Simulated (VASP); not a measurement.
# InRh (Pm-3m) in VASP: further runs

InRh is run at these levels: LDA; tasks: single point, relaxation of cell and atoms.

Program: VASP 6.6.1. These are calculated values, not measurements. Logs are shortened: lines on timing, memory, paths and dates and some standing lists are left out, and cuts for length are marked.

### 1 The cell of the first run

It takes space group Pm-3m (No. 221, cubic). The conventional cell has a = 3.196 Å, b = 3.196 Å, c = 3.196 Å, α = 90.00°, β = 90.00°, γ = 90.00°. In (site symmetry m-3m) has 8 Rh at 2.77 Å and 6 In at 3.20 Å within 3.6 Å. Rh (site symmetry m-3m) has 8 In at 2.77 Å and 6 Rh at 3.20 Å within 3.6 Å.

### 2 Single point, LDA

INCAR

```
SYSTEM = InRh
  PREC = Accurate
  ENCUT = 500
  EDIFF = 1E-6
  ISMEAR = 0
  SIGMA = 0.1
  LREAL = .False.
  LASPH = .True.
  NELM = 120
  ALGO = Normal
  ISIF = 2
  LWAVE = .False.
  LCHARG = .False.
  GGA = CA
  NBANDS = 21
  GGA_COMPAT = .False.
```

KPOINTS

```
Automatic mesh
0
Gamma
  6 6 6
  0 0 0
```

POSCAR

```
InRh
1.0
    3.1960000000      0.0000000000      0.0000000000
    0.0000000000      3.1960000000      0.0000000000
    0.0000000000      0.0000000000      3.1960000000
In Rh
1 1
Direct
    0.5000000000      0.5000000000      0.5000000000
    0.0000000000      0.0000000000      0.0000000000
```

Potentials or basis: VASP PAW LDA potentials, release 64 (In_d, Rh_pv).

On the command line:

```bash
cat potpaw_LDA.64/In_d/POTCAR potpaw_LDA.64/Rh_pv/POTCAR > POTCAR
mpirun -np 1 vasp_std > vasp.out
```

OUTCAR:

```text
SYSTEM = InRh
   PREC = Accurate
   ENCUT = 500
   EDIFF = 1E-6
   ISMEAR = 0
   LREAL = .False.
   LASPH = .True.
   NELM = 120
   ISIF = 2
   GGA = CA

 ion  position               nearest neighbor table
   1  0.500  0.500  0.500-   2 2.77   2 2.77   2 2.77   2 2.77   2 2.77   2 2.77   2 2.77   2 2.77

   2  0.000  0.000  0.000-   1 2.77   1 2.77   1 2.77   1 2.77   1 2.77   1 2.77   1 2.77   1 2.77

  LATTYP: Found a simple cubic cell.
 ALAT       =     3.1960000000

  Lattice vectors:

 A1 = (   3.1960000000,   0.0000000000,   0.0000000000)
 A2 = (   0.0000000000,   3.1960000000,   0.0000000000)
 A3 = (   0.0000000000,   0.0000000000,   3.1960000000)

Analysis of symmetry for initial positions (statically):
=====================================================================
 Subroutine PRICEL returns:
 Original cell was already a primitive cell.

 Routine SETGRP: Setting up the symmetry group for a
 simple cubic supercell.

 Subroutine GETGRP returns: Found 48 space group operations
 (whereof 48 operations were pure point group operations)
 out of a pool of 48 trial point group operations.

The static configuration has the point symmetry O_h .

Analysis of symmetry for dynamics (positions and initial velocities):
=====================================================================
 Subroutine PRICEL returns:
 Original cell was already a primitive cell.

 Routine SETGRP: Setting up the symmetry group for a
 simple cubic supercell.

 Subroutine GETGRP returns: Found 48 space group operations
 (whereof 48 operations were pure point group operations)
 out of a pool of 48 trial point group operations.

The dynamic configuration has the point symmetry O_h .

 Subroutine INISYM returns: Found 48 space group operations
 (whereof 48 operations are pure point group operations),
 and found     1 'primitive' translations

----------------------------------------------------------------------------------------

                                     Primitive cell

  volume of cell :      32.6453

  direct lattice vectors                    reciprocal lattice vectors
     3.196000000  0.000000000  0.000000000     0.312891114  0.000000000  0.000000000
     0.000000000  3.196000000  0.000000000     0.000000000  0.312891114  0.000000000
     0.000000000  0.000000000  3.196000000     0.000000000  0.000000000  0.312891114

  length of vectors
     3.196000000  3.196000000  3.196000000     0.312891114  0.312891114  0.312891114

[... 73 lines left out ...]
   ENCUT  =  500.0 eV  36.75 Ry    6.06 a.u.   5.83  5.83  5.83*2*pi/ulx,y,z
   NELM   =    120;   NELMIN=  2; NELMDL= -5     # of ELM steps
   EDIFF  = 0.1E-05   stopping-criterion for ELM
   LREAL  =      F    real-space projection
   EDIFFG = 0.1E-04   stopping-criterion for IOM
   NSW    =      0    number of steps for IOM
   IBRION =     -1    ionic relax: 0-MD 1-quasi-New 2-CG
   NFREE  =      0    steps in history (QN), initial steepest desc. (CG)
   ISIF   =      2    stress and relaxation
   ISYM   =      2    0-nonsym 1-usesym 2-fastsym
   POTIM  = 0.5000    time-step for ionic-motion
   TEBEG  =    0.0;   TEEND  =   0.0 temperature during run
   PSTRESS=    0.0 pullay stress
   NELECT =      28.0000    total number of electrons
   NUPDOWN=      -1.0000    fix difference up-down
   EMIN   =  10.00;   EMAX   =-10.00  energy-range for DOS
   EFERMI =   0.00;   METHOD = LEGACY
   ISMEAR =     0;   SIGMA  =   0.10  broadening in eV -4-tet -1-fermi 0-gaus
   EFERMI_NEDOS =   21; number of points for ismear=-14 and -15
   IALGO  =     38    algorithm
   IMIX   =      4    mixing-type and parameters
     AMIX     =   0.40;   BMIX     =  1.00
     AMIX_MAG =   1.60;   BMIX_MAG =  1.00
  volume/ion in A,a.u.               =      16.32       110.15
  Fermi-wavevector in a.u.,A,eV,Ry     =   1.555443  2.939361 32.917971  2.419403
  Thomas-Fermi vector in A             =   2.659383
   LORBIT       =      0    0 simple, 1 ext, 2 COOP (PROOUT), +10 PAW based schemes
   GGA     = CA    functional components
   LHFCALC =     F    Hartree Fock is set to
   AEXX    =    0.0000 exact exchange contribution
   IVDW    =     0    specifies the selected vdW correction
   LEPSILON=     F    determine dielectric tensor
   LRPA    =     F    only Hartree local field effects (RPA)
 non-spin polarized calculation
 Gauss-broadening in eV      SIGMA  =   0.10
  energy-cutoff  :      500.00
  volume of cell :       32.65
 maximum number of plane-waves:       844
 NGX is ok and might be reduce to    24
   NGX = 11   NGY = 11   NGZ = 11

 number of electron      28.0000003 magnetization

 Free energy of the ion-electron system (eV)
  ---------------------------------------------------
  ext. energy  EPLUGINS =         0.00000000
  ---------------------------------------------------
  free energy    TOTEN  =       -12.78156240 eV

  energy without entropy =      -12.77498551  energy(sigma->0) =      -12.77827396

 E-fermi :  11.2823     XC(G=0): -13.1025

 val. band max:       11.2443890211   @ k =   0.5000   0.5000   0.1667
 cond. band min:      11.3497985710   @ k =   0.5000   0.1667   0.0000
 fundamental gap:      0.1054095499
 Fermi energy:        11.2822811338

 k-point     1 :       0.0000    0.0000    0.0000
  band No.  band energies     occupation
      1     -34.5772      2.00000
      2     -34.5772      2.00000
      3     -34.5772      2.00000
      4      -3.5780      2.00000
      5      -3.5780      2.00000
      6      -3.0704      2.00000
[... 469 lines left out ...]
     20      17.0322      0.00000
     21      18.1979      0.00000

------------------------ aborting loop because EDIFF is reached ----------------------------------------

  FORCE on cell =-STRESS in cart. coord.  units (eV):
  Direction    XX          YY          ZZ          XY          YZ          ZX
  --------------------------------------------------------------------------------------
  -------------------------------------------------------------------------------------
  Total       -1.0776152     -1.0776152     -1.0776152      0.0000000     -0.0000000      0.0000000
  in kB      -52.8876136    -52.8876136    -52.8876136      0.0000000     -0.0000000      0.0000000
  external PRESSURE =     -52.8876136 kB  Pullay stress =       0.0000000 kB

 VOLUME and BASIS-vectors are now :
 -----------------------------------------------------------------------------
  energy-cutoff  :      500.00
  volume of cell :       32.65
      direct lattice vectors                 reciprocal lattice vectors
     3.196000000  0.000000000  0.000000000     0.312891114  0.000000000  0.000000000
     0.000000000  3.196000000  0.000000000     0.000000000  0.312891114  0.000000000
     0.000000000  0.000000000  3.196000000     0.000000000  0.000000000  0.312891114

 POSITION                                       TOTAL-FORCE (eV/Angst)
 -----------------------------------------------------------------------------------
      1.59800      1.59800      1.59800         0.000000      0.000000      0.000000
      0.00000      0.00000      0.00000         0.000000      0.000000      0.000000
 -----------------------------------------------------------------------------------
    total drift:                                0.000000      0.000000     -0.000000

  FREE ENERGIE OF THE ION-ELECTRON SYSTEM (eV)
  ---------------------------------------------------
  free  energy   TOTEN  =       -12.7815624030 eV

  energy  without entropy=      -12.7749855087  energy(sigma->0) =      -12.77827396
```

OSZICAR:

```text
N       E                     dE             d eps       ncg     rms          rms(c)
DAV:   1     0.261959503944E+03    0.26196E+03   -0.15164E+04   906   0.186E+03
DAV:   2     0.614424991443E+00   -0.26135E+03   -0.25195E+03   865   0.457E+02
DAV:   3    -0.127550335872E+02   -0.13369E+02   -0.13228E+02   940   0.109E+02
DAV:   4    -0.130664541715E+02   -0.31142E+00   -0.31125E+00   981   0.159E+01
DAV:   5    -0.130796277116E+02   -0.13174E-01   -0.13173E-01  1172   0.330E+00    0.841E+00
DAV:   6    -0.128486327596E+02    0.23099E+00   -0.81722E-01   965   0.980E+00    0.340E+00
DAV:   7    -0.128034431064E+02    0.45190E-01   -0.24611E-01  1107   0.550E+00    0.218E+00
DAV:   8    -0.127833915570E+02    0.20052E-01   -0.60128E-02  1060   0.198E+00    0.486E-01
DAV:   9    -0.127816197692E+02    0.17718E-02   -0.26468E-03  1058   0.741E-01    0.808E-02
DAV:  10    -0.127815658883E+02    0.53881E-04   -0.53373E-05  1265   0.100E-01    0.471E-02
DAV:  11    -0.127815624073E+02    0.34811E-05   -0.54040E-06  1070   0.234E-02    0.101E-02
DAV:  12    -0.127815624030E+02    0.42205E-08   -0.12301E-07   530   0.365E-03
   1 F= -.12781562E+02 E0= -.12778274E+02  d E =-.657689E-02
```

It took 5.2 s on 1 thread of Intel Xeon Platinum 8488C (Sapphire Rapids), shared host; peak memory 0.13 GiB.

Results:

```
Free energy            : -12.7816 eV
Pressure               : -5.3 GPa
Band gap on the k mesh : zero (band 14 reaches 12.44 eV, above the bottom of band 15 at 10.80 eV)
```

Levels at points of the mesh, in eV from the Fermi level:
```csv
k point,band 12,band 13,band 14,band 15,band 16,band 17
"(0.00, 0.00, 0.00)",-1.17,-1.17,-1.17,4.59,4.59,4.59
"(0.50, 0.00, 0.00)",-2.58,-2.58,-1.29,0.08,10.31,10.77
"(0.50, 0.50, 0.00)",-2.27,-1.73,-1.73,-0.48,2.95,3.67
"(0.50, 0.50, 0.50)",-0.42,-0.42,0.20,4.39,4.39,4.39
```

Caveat: spin-orbit coupling is left out, which moves the levels of the heavy elements.

### 3 Single point, LDA

This run uses another cell than the first one, of 15.56 Å³/atom, 0.953 times its volume.

INCAR

```
ALGO = Normal ; EDIFF = 1E-6
ENCUT = 520 ; GGA = CA
ISIF = 2 ; ISMEAR = -1
LASPH = True ; LCHARG = False
LREAL = False ; LWAVE = False
NBANDS = 21 ; NELM = 80
PREC = Accurate ; SIGMA = 0.15
```

KPOINTS

```
k-points
0
Gamma
  14 14 14
```

POSCAR

```
InRh
1.0
    3.1455493480      0.0000000000      0.0000000000
    0.0000000000      3.1455493480      0.0000000000
    0.0000000000      0.0000000000      3.1455493480
In Rh
1 1
Direct
    0.5000000000      0.5000000000      0.5000000000
    0.0000000000      0.0000000000      0.0000000000
```

Potentials or basis: VASP PAW LDA potentials, release 64 (In_d, Rh_pv).

On the command line:

```bash
cat potpaw_LDA.64/In_d/POTCAR potpaw_LDA.64/Rh_pv/POTCAR > POTCAR
mpirun -np 1 vasp_std > vasp.out
```

Wall time 31 s (1 thread of Intel Xeon 6975P-C, shared host); peak memory 0.19 GiB.

The run converged. Its results:

| Property | Result |
| --- | --- |
| Free energy | -12.8305 eV |
| Pressure | 3.7 GPa |
| Band gap on the k mesh | zero (band 14 reaches 13.74 eV, above the bottom of band 15 at 11.61 eV) |

Levels at points of the mesh, in eV from the Fermi level:
| k point | band 12 | band 13 | band 14 | band 15 | band 16 | band 17 |
| --- | --- | --- | --- | --- | --- | --- |
| (0.00, 0.00, 0.00) | -1.25 | -1.25 | -1.25 | 4.67 | 4.67 | 4.67 |
| (0.50, 0.00, 0.00) | -2.79 | -2.79 | -1.40 | 0.09 | 10.45 | 11.24 |
| (0.50, 0.50, 0.00) | -2.47 | -1.84 | -1.84 | -0.51 | 3.24 | 3.91 |
| (0.50, 0.50, 0.50) | -0.44 | -0.44 | 0.38 | 4.49 | 4.49 | 4.49 |

Caveat: spin-orbit coupling is left out, which moves the levels of the heavy elements.

### 4 Relaxation of cell and atoms, LDA, target pressure 3 GPa, at which the enthalpy is minimised

This run uses another cell than the first one, of 15.80 Å³/atom, 0.968 times its volume.

INCAR

```
PREC = Accurate ; ENCUT = 600
EDIFF = 1E-6 ; ISMEAR = -1
SIGMA = 0.15 ; LREAL = F
LASPH = T ; NELM = 100
ALGO = Fast ; ISIF = 3
LWAVE = F ; LCHARG = F
GGA = CA ; IBRION = 2
NSW = 80 ; EDIFFG = -0.001
PSTRESS = 30.0
```

KPOINTS

```
Automatic mesh
0
Gamma
  14 14 14
```

POSCAR

```
InRh
1.0
    3.1616359611      0.0000000000      0.0000000000
    0.0000000000      3.1616359611      0.0000000000
    0.0000000000      0.0000000000      3.1616359611
In Rh
1 1
Direct
    0.5000000000      0.5000000000      0.5000000000
    0.0000000000      0.0000000000      0.0000000000
```

Potentials or basis: VASP PAW LDA potentials, release 64 (In_d, Rh_pv).

On the command line:

```bash
cat potpaw_LDA.64/In_d/POTCAR potpaw_LDA.64/Rh_pv/POTCAR > POTCAR
mpirun -np 1 vasp_std > vasp.out
```

OUTCAR:

```text
PREC = Accurate
   ENCUT = 600
   EDIFF = 1E-6
   ISMEAR = -1
   LREAL = F
   LASPH = T
   NELM = 100
   ISIF = 3
   GGA = CA
   IBRION = 2
   NSW = 80
   EDIFFG = -0.001
   PSTRESS = 30.0

 ion  position               nearest neighbor table
   1  0.500  0.500  0.500-   2 2.74   2 2.74   2 2.74   2 2.74   2 2.74   2 2.74   2 2.74   2 2.74

   2  0.000  0.000  0.000-   1 2.74   1 2.74   1 2.74   1 2.74   1 2.74   1 2.74   1 2.74   1 2.74

  LATTYP: Found a simple cubic cell.
 ALAT       =     3.1616359611

  Lattice vectors:

 A1 = (   3.1616359611,   0.0000000000,   0.0000000000)
 A2 = (   0.0000000000,   3.1616359611,   0.0000000000)
 A3 = (   0.0000000000,   0.0000000000,   3.1616359611)

Analysis of symmetry for initial positions (statically):
=====================================================================
 Subroutine PRICEL returns:
 Original cell was already a primitive cell.

 Routine SETGRP: Setting up the symmetry group for a
 simple cubic supercell.

 Subroutine GETGRP returns: Found 48 space group operations
 (whereof 48 operations were pure point group operations)
 out of a pool of 48 trial point group operations.

The static configuration has the point symmetry O_h .

Analysis of symmetry for dynamics (positions and initial velocities):
[... 169 lines left out ...]
  Total        0.1508761      0.1508761      0.1508761      0.0000000      0.0000000     -0.0000000
  in kB        7.6488378      7.6488378      7.6488378      0.0000000      0.0000000     -0.0000000
  external PRESSURE =     -22.3511622 kB  Pullay stress =      30.0000000 kB
[... 97 lines left out ...]
  energy  without entropy=      -12.7670201732  energy(sigma->0) =      -12.80002253

  enthalpy is  TOTEN    =       -12.2482200404 eV   P V=        0.5848048375

[... ionic steps 4 to 9 ...]

--------------------------------------- Ionic step       10  -------------------------------------------

 number of electron      28.0000002 magnetization

------------------------ aborting loop because EDIFF is reached ----------------------------------------
[... 71 lines left out ...]
--------------------------------------- Ionic step       12  -------------------------------------------

 number of electron      28.0000002 magnetization

 Free energy of the ion-electron system (eV)
  ---------------------------------------------------
  ext. energy  EPLUGINS =         0.00000000
  ---------------------------------------------------
  free energy    TOTEN  =       -12.83305612 eV

  energy without entropy =      -12.76705226  energy(sigma->0) =      -12.80005419

 E-fermi :  12.0599     XC(G=0): -13.3603

 val. band max:       12.0407085371   @ k =   0.5000   0.2857   0.0000
 cond. band min:      12.0955954302   @ k =   0.4286   0.3571   0.0000
 fundamental gap:      0.0548868932
 Fermi energy:        12.0599472789

 k-point     1 :       0.0000    0.0000    0.0000
  band No.  band energies     occupation
      1     -33.9015      2.00000
      2     -33.9015      2.00000
      3     -33.9015      2.00000
      4      -2.9846      2.00000
      5      -2.9846      2.00000
      6      -2.4074      2.00000
[... 481 lines left out ...]
      5      -2.6551      2.00000
      6      -2.5432      2.00000
[... 10 lines left out ...]
     17      21.2439      0.00000
     18      21.4040      0.00000

 [... further k-points ...]
[... 5 lines left out ...]
  --------------------------------------------------------------------------------------
  -------------------------------------------------------------------------------------
  Total        0.5864619      0.5864619      0.5864619      0.0000000     -0.0000000      0.0000000
  in kB       30.0833394     30.0833394     30.0833394      0.0000000     -0.0000000      0.0000000
  external PRESSURE =       0.0833394 kB  Pullay stress =      30.0000000 kB
[... 21 lines left out ...]
  energy  without entropy=      -12.7670522643  energy(sigma->0) =      -12.80005419

  enthalpy is  TOTEN    =       -12.2482188534 eV   P V=        0.5848372709

 reached required accuracy - stopping structural energy minimisation
```

Run time: 6 min. Hardware: 1 thread of Intel Xeon 6975P-C, shared host; peak memory 0.22 GiB.

What came out:

| Item | Value |
| --- | --- |
| Free energy | -12.8331 eV |
| Relaxed volume | 15.62 Å³/atom |
| Relaxed cell | a = 3.149 Å, b = 3.149 Å, c = 3.149 Å, α = 90.00°, β = 90.00°, γ = 90.00° |
| Space group after relaxing (to 0.05 Å) | Pm-3m (No. 221) |
| Energy change on relaxing (the enthalpy is what falls) | +2.1 meV/atom |
| Ionic steps | 12 |
| Pressure after relaxing | 3.0 GPa |
| Band gap on the k mesh | zero (band 14 reaches 13.68 eV, above the bottom of band 15 at 11.55 eV) |

The path:
| step | energy change (eV) | largest force (eV/Å) | pressure (GPa) | volume (Å³) |
| --- | --- | --- | --- | --- |
| 1 | 0.0000 | 0.0000 | 0.76 | 31.60 |
| 2 | 0.0243 | 0.0000 | 7.40 | 30.61 |
| 3 | 0.0042 | 0.0000 | 2.63 | 31.23 |
| 4 | 0.0052 | 0.0000 | 3.48 | 31.18 |
| 5 | 0.0046 | 0.0000 | 3.13 | 31.21 |
| 6 | 0.0045 | 0.0000 | 3.12 | 31.22 |
| 7 | 0.0037 | 0.0000 | 2.66 | 31.26 |
| 8 | 0.0041 | 0.0000 | 2.99 | 31.24 |
| 9 | 0.0041 | 0.0000 | 2.96 | 31.24 |
| 10 | 0.0043 | 0.0000 | 3.01 | 31.23 |
| 11 | 0.0043 | 0.0000 | 3.03 | 31.23 |
| 12 | 0.0042 | 0.0000 | 3.01 | 31.23 |

Final structure:
```cif
data_structure
_symmetry_space_group_name_H-M 'P 1'
_symmetry_Int_Tables_number 1
_cell_length_a 3.1493
_cell_length_b 3.1493
_cell_length_c 3.1493
_cell_angle_alpha 90.000
_cell_angle_beta 90.000
_cell_angle_gamma 90.000
_cell_volume 31.23
loop_
_atom_site_label
_atom_site_type_symbol
_atom_site_fract_x
_atom_site_fract_y
_atom_site_fract_z
_atom_site_occupancy
In1 In 0.50000 0.50000 0.50000 1
Rh1 Rh 0.00000 0.00000 0.00000 1
```

Caveat: the cell is relaxed towards a set pressure, so the enthalpy falls and the energy may rise; spin-orbit coupling is left out, which moves the levels of the heavy elements. Zero-point motion and thermal expansion aren't in these numbers.

### 5 Overview

```tsv
task	cell	k mesh	cutoff (eV)	smearing	gap on the mesh (eV)	pressure (GPa)
single point	a = 3.196 Å, 2 atoms	6 × 6 × 6	500	gaussian 0.1 eV	none	-5.3
single point	a = 3.146 Å, 2 atoms	14 × 14 × 14	520	fermi-dirac 0.15 eV	none	3.7
relaxation of cell and atoms	relaxed to 3 GPa from a = 3.162 Å, 2 atoms	14 × 14 × 14	600	fermi-dirac 0.15 eV	none	3.0
```

Alike in all rows: level LDA; potentials or basis VASP PAW LDA potentials, release 64 (In_d, Rh_pv); no spin polarisation.

Caveats: spin-orbit coupling is left out, which moves the levels of the heavy elements; the cell is relaxed towards a set pressure, so the enthalpy falls and the energy may rise (some runs).

Total energies depend on the potentials used, so only differences within one code and one set of settings carry meaning.
